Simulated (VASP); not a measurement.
Set up this calculation in VASP 6.6.1, as the native input.

```yaml
Task: single point
Functional: LDA
Potentials_or_basis: VASP PAW LDA potentials, release 64 (K_sv)
Cutoff: 520 eV
k_mesh: 18 × 18 × 18
Occupations: fermi-dirac, width 0.1 eV
Spin: no spin polarisation
Dipole_correction: no
Further_INCAR_settings: ALGO = Normal; EDIFF = 1e-06; NBANDS = 10
```

The structure of K lies in POSCAR:

```
K
1.0
    0.0000000000      2.9074021838      2.9074021838
    2.9074021838      0.0000000000      2.9074021838
    2.9074021838      2.9074021838      0.0000000000
K
1
Direct
    0.0000000000      0.0000000000      0.0000000000
```

One way to write it, as run:

INCAR

```
SYSTEM = K
PREC     = Accurate       ! precision mode
ENCUT    = 520            ! plane-wave cutoff, eV
EDIFF    = 1E-6           ! SCF threshold, eV
ISMEAR   = -1             ! smearing method
SIGMA    = 0.1            ! smearing width, eV
LREAL    = .False.        ! projectors in reciprocal space
LASPH    = .True.         ! aspherical terms in the spheres
NELM     = 60             ! most SCF steps
ALGO     = Normal         ! electronic algorithm
ISIF     = 2              ! what is computed and relaxed
LWAVE    = .False.        ! write WAVECAR
LCHARG   = .False.        ! write CHGCAR
GGA      = CA             ! functional
NBANDS   = 10             ! bands
```

KPOINTS

```
regular mesh
0
Gamma
  18 18 18
  0 0 0
```

Potentials or basis: VASP PAW LDA potentials, release 64 (K_sv).

Launch:

```bash
$ cat potpaw_LDA.64/K_sv/POTCAR > POTCAR
$ mpirun -np 1 vasp_std > vasp.out
```

It gave:

The pressure is 2.0 GPa.

It took 39 s on 1 thread of Intel(R) Xeon(R) Platinum 8375C CPU @ 2.90GHz (Ice Lake), with other jobs on the host, peak memory 0.21 GiB.
